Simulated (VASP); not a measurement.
# AlCo (Pm-3m) in VASP: a series of runs

Aim: see how the results for AlCo move with the level of theory and the settings. Levels: r2SCAN, PBEsol, PBE. Tasks: single point.

All numbers are computed with VASP 6.6.1; they aren't measurements. Logs are shortened: lines on timing, memory, paths and dates and some standing lists are left out, and cuts for length are marked.

### 1 The cell of the first run

It takes space group Pm-3m (No. 221, cubic). The conventional cell has a = 2.875 Å, b = 2.875 Å, c = 2.875 Å, α = 90.00°, β = 90.00°, γ = 90.00°. Co (site symmetry m-3m) has 8 Al at 2.49 Å and 6 Co at 2.87 Å within 3.3 Å. Al (site symmetry m-3m) has 8 Co at 2.49 Å and 6 Al at 2.87 Å within 3.3 Å.

### 2 Single point, r2SCAN, collinear spin, ferromagnetic start

POSCAR reads:

```
AlCo
1.0
    2.8746996645      0.0000000000      0.0000000000
    0.0000000000      2.8746996645      0.0000000000
    0.0000000000      0.0000000000      2.8746996645
Co Al
1 1
Direct
    0.5000000000      0.5000000000      0.5000000000
    0.0000000000      0.0000000000      0.0000000000
```

INCAR.step1 reads:

```
SYSTEM = AlCo
PREC = Accurate
ENCUT = 520
ISMEAR = -1
SIGMA = 0.05
LREAL = .FALSE.
LASPH = .TRUE.
NELM = 150
ISPIN = 2
MAGMOM = 2 0
LMAXMIX = 4
NBANDS = 17
GGA = PE
ALGO = Normal
EDIFF = 1E-4
LWAVE = .TRUE.
LCHARG = .FALSE.
```

INCAR.step2 reads:

```
SYSTEM = AlCo
PREC = Accurate
ENCUT = 520
EDIFF = 1E-7
ISMEAR = -1
SIGMA = 0.05
LREAL = .FALSE.
LASPH = .TRUE.
NELM = 150
ALGO = Normal
ISIF = 2
LWAVE = .FALSE.
LCHARG = .FALSE.
ISPIN = 2
MAGMOM = 2 0
LORBIT = 11
LMAXMIX = 4
METAGGA = R2SCAN
LMIXTAU = .TRUE.
NBANDS = 17
ISTART = 1
```

KPOINTS reads:

```
regular mesh
0
G
  9 9 9
  0 0 0
```

Potentials or basis: VASP PAW PBE potentials, release 64 (Co, Al).

Run with:

```console
> cat potpaw_PBE.64/Co/POTCAR potpaw_PBE.64/Al/POTCAR > POTCAR
> cp INCAR.step1 INCAR
> mpirun -np 1 vasp_std > vasp.out
> cp INCAR.step2 INCAR
> mpirun -np 1 vasp_std > vasp.out
```

OUTCAR:

```text
SYSTEM = AlCo
   PREC = Accurate
   ENCUT = 520
   EDIFF = 1E-7
   ISMEAR = -1
   LREAL = .FALSE.
   LASPH = .TRUE.
   NELM = 150
   ISIF = 2
   ISPIN = 2
   LORBIT = 11
   METAGGA = R2SCAN
   ISTART = 1

 ion  position               nearest neighbor table
   1  0.500  0.500  0.500-   2 2.49   2 2.49   2 2.49   2 2.49   2 2.49   2 2.49   2 2.49   2 2.49

   2  0.000  0.000  0.000-   1 2.49   1 2.49   1 2.49   1 2.49   1 2.49   1 2.49   1 2.49   1 2.49

  LATTYP: Found a simple cubic cell.
 ALAT       =     2.8746996645

  Lattice vectors:

 A1 = (   2.8746996645,   0.0000000000,   0.0000000000)
 A2 = (   0.0000000000,   2.8746996645,   0.0000000000)
 A3 = (   0.0000000000,   0.0000000000,   2.8746996645)

Analysis of symmetry for initial positions (statically):
=====================================================================
 Subroutine PRICEL returns:
 Original cell was already a primitive cell.

 Routine SETGRP: Setting up the symmetry group for a
 simple cubic supercell.

 Subroutine GETGRP returns: Found 48 space group operations
 (whereof 48 operations were pure point group operations)
 out of a pool of 48 trial point group operations.

The static configuration has the point symmetry O_h .

Analysis of symmetry for dynamics (positions and initial velocities):
=====================================================================
 Subroutine PRICEL returns:
 Original cell was already a primitive cell.

 Routine SETGRP: Setting up the symmetry group for a
 simple cubic supercell.

 Subroutine GETGRP returns: Found 48 space group operations
 (whereof 48 operations were pure point group operations)
 out of a pool of 48 trial point group operations.

The dynamic configuration has the point symmetry O_h .

Analysis of structural, dynamic, and magnetic symmetry:
=====================================================================
 Subroutine PRICEL returns:
 Original cell was already a primitive cell.

 Routine SETGRP: Setting up the symmetry group for a
 simple cubic supercell.

 Subroutine GETGRP returns: Found 48 space group operations
 (whereof 48 operations were pure point group operations)
 out of a pool of 48 trial point group operations.

The overall configuration has the point symmetry O_h .

 Subroutine INISYM returns: Found 48 space group operations
 (whereof 48 operations are pure point group operations),
 and found     1 'primitive' translations

----------------------------------------------------------------------------------------

                                     Primitive cell

  volume of cell :      23.7562

  direct lattice vectors                    reciprocal lattice vectors
     2.874699665  0.000000000  0.000000000     0.347862426  0.000000000  0.000000000
     0.000000000  2.874699665  0.000000000     0.000000000  0.347862426  0.000000000
     0.000000000  0.000000000  2.874699665     0.000000000  0.000000000  0.347862426

  length of vectors
     2.874699665  2.874699665  2.874699665     0.347862426  0.347862426  0.347862426

  position of ions in fractional coordinates (direct lattice)
     0.500000000  0.500000000  0.500000000
     0.000000000  0.000000000  0.000000000

  ion indices of the primitive-cell ions
   primitive index   ion index
                 1           1
                 2           2

----------------------------------------------------------------------------------------

 KPOINTS: regular mesh

Automatic generation of k-mesh.
 Grid dimensions read from file:
 generate k-points for:    9    9    9

 Generating k-lattice:

  Cartesian coordinates                     Fractional coordinates (reciprocal lattice)
     0.038651381  0.000000000  0.000000000     0.111111111  0.000000000  0.000000000
     0.000000000  0.038651381  0.000000000     0.000000000  0.111111111  0.000000000
     0.000000000  0.000000000  0.038651381     0.000000000  0.000000000  0.111111111

  Length of vectors
     0.038651381  0.038651381  0.038651381

  Shift w.r.t. Gamma in fractional coordinates (k-lattice)
     0.000000000  0.000000000  0.000000000

 Subroutine IBZKPT returns following result:
 ===========================================

 Found     35 irreducible k-points:

 Following reciprocal coordinates:
            Coordinates               Weight
  0.000000  0.000000  0.000000      1.000000
  0.111111  0.000000  0.000000      6.000000
  0.222222  0.000000  0.000000      6.000000
  0.333333  0.000000  0.000000      6.000000
  0.444444  0.000000  0.000000      6.000000
  0.111111  0.111111  0.000000     12.000000
[... 16 lines left out ...]
  0.333333  0.333333  0.111111     24.000000
  0.444444  0.333333  0.111111     48.000000
 [... further k-points ...]
   k-points           NKPTS =     35   k-points in BZ     NKDIM =     35   number of bands    NBANDS=     17
   number of dos      NEDOS =    301   number of ions     NIONS =      2
   total plane-waves  NPLWV =  13824
   dimension x,y,z NGX =    24 NGY =   24 NGZ =   24
   dimension x,y,z NGXF=    48 NGYF=   48 NGZF=   48
   ions per type =               1   1
   NGX,Y,Z   is equivalent  to a cutoff of  13.88, 13.88, 13.88 a.u.
   NGXF,Y,Z  is equivalent  to a cutoff of  27.76, 27.76, 27.76 a.u.
 SYSTEM =  AlCo
   PREC   = accura    normal or accurate (medium, high low for compatibility)
   ISTART =      1    job   : 0-new  1-cont  2-samecut
   ICHARG =      0    charge: 1-file 2-atom 10-const
   ISPIN  =      2    spin polarized calculation?
   LNONCOLLINEAR =      F non collinear calculations
   LSORBIT =      F    spin-orbit coupling
   LASPH  =      T    aspherical Exc in radial PAW
   ENCUT  =  520.0 eV  38.22 Ry    6.18 a.u.   5.35  5.35  5.35*2*pi/ulx,y,z
   NELM   =    150;   NELMIN=  2; NELMDL=  0     # of ELM steps
   EDIFF  = 0.1E-06   stopping-criterion for ELM
   LREAL  =      F    real-space projection
   EDIFFG = 0.1E-05   stopping-criterion for IOM
   NSW    =      0    number of steps for IOM
   IBRION =     -1    ionic relax: 0-MD 1-quasi-New 2-CG
   NFREE  =      0    steps in history (QN), initial steepest desc. (CG)
   ISIF   =      2    stress and relaxation
   ISYM   =      2    0-nonsym 1-usesym 2-fastsym
   POTIM  = 0.5000    time-step for ionic-motion
   TEBEG  =    0.0;   TEEND  =   0.0 temperature during run
   PSTRESS=    0.0 pullay stress
   NELECT =      12.0000    total number of electrons
   NUPDOWN=      -1.0000    fix difference up-down
   EMIN   =  10.00;   EMAX   =-10.00  energy-range for DOS
   EFERMI =   0.00;   METHOD = LEGACY
   ISMEAR =    -1;   SIGMA  =   0.05  broadening in eV -4-tet -1-fermi 0-gaus
   EFERMI_NEDOS =   21; number of points for ismear=-14 and -15
   IALGO  =     38    algorithm
   IMIX   =      4    mixing-type and parameters
     AMIX     =   0.40;   BMIX     =  1.00
     AMIX_MAG =   1.60;   BMIX_MAG =  1.00
  volume/ion in A,a.u.               =      11.88        80.16
  Fermi-wavevector in a.u.,A,eV,Ry     =   1.303795  2.463816 23.128304  1.699882
  Thomas-Fermi vector in A             =   2.434774
   LORBIT       =     11    0 simple, 1 ext, 2 COOP (PROOUT), +10 PAW based schemes
   METAGGA = R2SCAN    functional components
   LHFCALC =     F    Hartree Fock is set to
   AEXX    =    0.0000 exact exchange contribution
   IVDW    =     0    specifies the selected vdW correction
   LEPSILON=     F    determine dielectric tensor
   LRPA    =     F    only Hartree local field effects (RPA)
 spin polarized calculation
  energy-cutoff  :      520.00
  volume of cell :       23.76
 maximum number of plane-waves:       656
 NGX is ok and might be reduce to    24
   NGX = 11   NGY = 11   NGZ = 11

 number of electron      12.0000000 magnetization      -0.0001613

 Free energy of the ion-electron system (eV)
  ---------------------------------------------------
  ext. energy  EPLUGINS =         0.00000000
  ---------------------------------------------------
  free energy    TOTEN  =       -21.04114798 eV

  energy without entropy =      -21.03579431  energy(sigma->0) =      -21.03847114

 E-fermi :  10.1967     XC(G=0): -13.1166

 val. band max:       10.1541725631   @ k =   0.4444   0.4444   0.1111
 cond. band min:      10.3199466339   @ k =   0.4444   0.3333   0.0000
 fundamental gap:      0.1657740707
 Fermi energy:        10.1967173274

 spin component 1

 k-point     1 :       0.0000    0.0000    0.0000
  band No.  band energies     occupation
      1      -1.3783      1.00000
      2       7.2311      1.00000
      3       7.2311      1.00000
      4       9.1300      1.00000
      5       9.1300      1.00000
      6       9.1300      1.00000
[... 9 lines left out ...]
     16      34.6835      0.00000
     17      34.6835      0.00000

 k-point     2 :       0.1111    0.0000    0.0000
  band No.  band energies     occupation
      1      -1.1367      1.00000
      2       7.1861      1.00000
      3       7.2985      1.00000
      4       9.0117      1.00000
      5       9.0117      1.00000
      6       9.1426      1.00000
[... 9 lines left out ...]
     16      32.5129      0.00000
     17      34.7651      0.00000

 k-point     3 :       0.2222    0.0000    0.0000
  band No.  band energies     occupation
      1      -0.4214      1.00000
      2       6.8635      1.00000
      3       7.4750      1.00000
      4       8.7371      1.00000
      5       8.7371      1.00000
      6       9.1744      1.00000
[... 392 lines left out ...]
 k-point    23 :       0.3333    0.3333    0.1111
  band No.  band energies     occupation
      1       2.8169      1.00000
      2       6.5454      1.00000
      3       7.1195      1.00000
      4       8.2147      1.00000
      5       8.5898      1.00000
      6       8.6982      1.00000
[... 9 lines left out ...]
     16      31.8614      0.00000
     17      32.9612      0.00000

 k-point    24 :       0.4444    0.3333    0.1111
  band No.  band energies     occupation
      1       3.9891      1.00000
      2       5.7261      1.00000
      3       7.2761      1.00000
      4       8.0780      1.00000
      5       8.6911      1.00000
      6       8.7903      1.00000
[... 9 lines left out ...]
     16      32.5738      0.00000
     17      34.2235      0.00000

 [... further k-points ...]

 spin component 2

 k-point     1 :       0.0000    0.0000    0.0000
  band No.  band energies     occupation
      1      -1.3782      1.00000
      2       7.2306      1.00000
      3       7.2306      1.00000
      4       9.1299      1.00000
      5       9.1299      1.00000
      6       9.1299      1.00000
[... 9 lines left out ...]
     16      34.6836      0.00000
     17      34.6836      0.00000

 k-point     2 :       0.1111    0.0000    0.0000
  band No.  band energies     occupation
      1      -1.1365      1.00000
      2       7.1857      1.00000
      3       7.2980      1.00000
      4       9.0116      1.00000
      5       9.0116      1.00000
      6       9.1424      1.00000
[... 9 lines left out ...]
     16      32.5129      0.00000
     17      34.7650      0.00000

 k-point     3 :       0.2222    0.0000    0.0000
  band No.  band energies     occupation
      1      -0.4213      1.00000
      2       6.8632      1.00000
      3       7.4745      1.00000
      4       8.7369      1.00000
      5       8.7370      1.00000
      6       9.1743      1.00000
[... 392 lines left out ...]
 k-point    23 :       0.3333    0.3333    0.1111
  band No.  band energies     occupation
      1       2.8170      1.00000
      2       6.5453      1.00000
      3       7.1194      1.00000
      4       8.2144      1.00000
      5       8.5896      1.00000
      6       8.6980      1.00000
[... 9 lines left out ...]
     16      31.8614      0.00000
     17      32.9612      0.00000

 k-point    24 :       0.4444    0.3333    0.1111
  band No.  band energies     occupation
      1       3.9892      1.00000
      2       5.7261      1.00000
      3       7.2761      1.00000
      4       8.0776      1.00000
      5       8.6909      1.00000
      6       8.7902      1.00000
[... 9 lines left out ...]
     16      32.5738      0.00000
     17      34.2235      0.00000

 [... further k-points ...]
[... 5 lines left out ...]
  --------------------------------------------------------------------------------------
  -------------------------------------------------------------------------------------
  Total       -1.4610312     -1.4610312     -1.4610312      0.0000000     -0.0000000     -0.0000000
  in kB      -98.5354787    -98.5354787    -98.5354787      0.0000000     -0.0000000     -0.0000000
  external PRESSURE =     -98.5354787 kB  Pullay stress =       0.0000000 kB

 VOLUME and BASIS-vectors are now :
 -----------------------------------------------------------------------------
  energy-cutoff  :      520.00
  volume of cell :       23.76
      direct lattice vectors                 reciprocal lattice vectors
     2.874699665  0.000000000  0.000000000     0.347862426  0.000000000  0.000000000
     0.000000000  2.874699665  0.000000000     0.000000000  0.347862426  0.000000000
     0.000000000  0.000000000  2.874699665     0.000000000  0.000000000  0.347862426

 POSITION                                       TOTAL-FORCE (eV/Angst)
 -----------------------------------------------------------------------------------
      1.43735      1.43735      1.43735         0.000000      0.000000      0.000000
      0.00000      0.00000      0.00000         0.000000      0.000000      0.000000
 -----------------------------------------------------------------------------------
    total drift:                                0.000000     -0.000000     -0.000000

  FREE ENERGIE OF THE ION-ELECTRON SYSTEM (eV)
  ---------------------------------------------------
  free  energy   TOTEN  =       -21.0411479813 eV

  energy  without entropy=      -21.0357943082  energy(sigma->0) =      -21.03847114

 total charge

# of ion       s       p       d       tot
------------------------------------------
    1        0.444   0.524   7.476   8.443
    2        0.387   0.428   0.000   0.815
--------------------------------------------------
tot          0.830   0.952   7.476   9.258

 magnetization (x)

# of ion       s       p       d       tot
------------------------------------------
    1        0.000   0.000  -0.000  -0.000
    2        0.000   0.000   0.000   0.000
--------------------------------------------------
tot          0.000   0.000  -0.000  -0.000
```

Run time: 45 s. Hardware: 1 thread of Intel Xeon Platinum 8481C at 2.70GHz (Sapphire Rapids), shared host; peak memory 0.17 GiB.

What came out:

* Free energy: -21.0411 eV
* Pressure: -9.9 GPa
* Band gap on the k mesh: zero (filled and empty bands overlap)
* Net moment: 0.00 μB per cell
* Valence electrons inside the program's atomic spheres: Co 8.44; Al 0.81

Caveat: the starting moments collapsed, and a magnetic state may lie lower; the PAW data sets were made with another functional, which shifts forces and pressure a little.

### 3 Single point, PBEsol, collinear spin, ferromagnetic start

This run uses another cell than the first one, of 11.21 Å³/atom, 0.943 times its volume.

INCAR reads:

```
SYSTEM = AlCo
PREC = Accurate
ENCUT = 600
EDIFF = 1E-6
ISMEAR = -1
SIGMA = 0.05
LREAL = .FALSE.
LASPH = .TRUE.
NELM = 200
ALGO = Normal
ISIF = 2
LWAVE = .FALSE.
LCHARG = .FALSE.
ISPIN = 2
MAGMOM = 2.5 0
LORBIT = 11
NUPDOWN = 2.5
LMAXMIX = 4
GGA = PS
NBANDS = 21
GGA_COMPAT = .FALSE.
```

KPOINTS reads:

```
regular mesh
0
G
  8 8 8
  0 0 0
```

POSCAR reads:

```
AlCo
1.0
    2.8194032100      0.0000000000      0.0000000000
    0.0000000000      2.8194032100      0.0000000000
    0.0000000000      0.0000000000      2.8194032100
Co Al
1 1
Direct
    0.5000000000      0.5000000000      0.5000000000
    0.0000000000      0.0000000000      0.0000000000
```

Potentials or basis: VASP PAW PBE potentials, release 64 (Co_sv, Al).

Run with:

```console
> cat potpaw_PBE.64/Co_sv/POTCAR potpaw_PBE.64/Al/POTCAR > POTCAR
> mpirun -np 1 vasp_std > vasp.out
```

Run time: 79 s. Hardware: 1 thread of AMD EPYC 7R43 (Zen 3), shared host; peak memory 0.13 GiB.

It converged, with:

```
Free energy                                           : -10.9907 eV
Pressure                                              : 28.0 GPa
Net moment                                            : 2.50 μB per cell
Site moments                                          : Co +1.96; Al +0.07 μB
Valence electrons inside the program's atomic spheres : Co 15.11; Al 0.88
```

Caveat: the PAW data sets were made with another functional, which shifts forces and pressure a little; the total moment is fixed, so each spin has its own Fermi level.

### 4 Single point, PBEsol, collinear spin, ferromagnetic start

This run uses another cell than the first one, of 11.21 Å³/atom, 0.943 times its volume.

INCAR reads:

```
SYSTEM = AlCo
ALGO     = Normal         ! electronic algorithm
EDIFF    = 1E-6           ! SCF threshold, eV
ENCUT    = 600            ! plane-wave cutoff, eV
GGA      = PS             ! functional
GGA_COMPAT= .False.      
ISIF     = 2              ! what is computed and relaxed
ISMEAR   = -1             ! smearing method
ISPIN    = 2              ! spin polarisation
LASPH    = .True.         ! aspherical terms in the spheres
LCHARG   = .True.         ! write CHGCAR
LELF     = .True.         ! ELF
LMAXMIX  = 4              ! l up to which the mixer works
LORBIT   = 11             ! projections on sites
LREAL    = .False.        ! projectors in reciprocal space
LVHAR    = .True.       
LWAVE    = .False.        ! write WAVECAR
MAGMOM   = 2 0            ! initial moments
NBANDS   = 21             ! bands
NELM     = 200            ! most SCF steps
NUPDOWN  = 2.0            ! fixed moment
PREC     = Accurate       ! precision mode
SIGMA    = 0.05           ! smearing width, eV
```

KPOINTS reads:

```
k-points
0
Gamma
  8 8 8
  0 0 0
```

POSCAR is that of step 3.

Run with:

```console
> cat potpaw_PBE.64/Co_sv/POTCAR potpaw_PBE.64/Al/POTCAR > POTCAR
> mpirun -np 1 vasp_std > vasp.out
```

It took 21 s on 1 thread of Intel Xeon 6975P-C (Granite Rapids), shared host; peak memory 0.16 GiB.

It converged, with:

```yaml
Free_energy: -11.8866 eV
Pressure: 18.0 GPa
Net_moment: 2.00 μB per cell
Site_moments: Co +1.65; Al +0.04 μB
Valence_electrons_inside_the_program's_atomic_spheres: Co 15.14; Al 0.87
```

Caveat: the PAW data sets were made with another functional, which shifts forces and pressure a little; the total moment is fixed, so each spin has its own Fermi level.

(Continued in part 2 of 2.)
